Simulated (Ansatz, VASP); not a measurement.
**One calculation of Re, two programs**

```xyz
2
Lattice="2.7838 0.0000 0.0000 -1.3919 2.4108 0.0000 0.0000 0.0000 4.4909" Properties=species:S:1:pos:R:3 pbc="T T T"
Re    0.0000    1.6072    1.1227
Re    1.3919    0.8036    3.3681
```

Alike in both runs: task single point; functional revPBE; k mesh 21 × 21 × 12; occupations fermi-dirac, width 0.1 eV; no spin polarisation.

|  | VASP | Ansatz |
| --- | --- | --- |
| version | VASP 6.6.1 | Ansatz 0.2.0 |
| potentials or method | VASP PAW PBE potentials, release 64 (Re), cutoff 520 eV | plane waves (420 eV) with PAW, scalar-relativistic |
| valence electrons in the cell | 14 | 30 |

VASP gave:

```
pressure (GPa)                                                : -0.7
traceless stress, the component that is largest in VASP (GPa) : -0.01
```

Question: Which values does Ansatz return?

Answer: Pressure (GPa): 0.0; traceless stress, the component that is largest in VASP (GPa): 0.12.

VASP's potentials were made for PBE, not for revPBE. VASP's potentials hold 14 valence electrons a cell and Ansatz's 30, so a difference there can come from the potentials and not from the codes.

Spin-orbit coupling is off throughout.
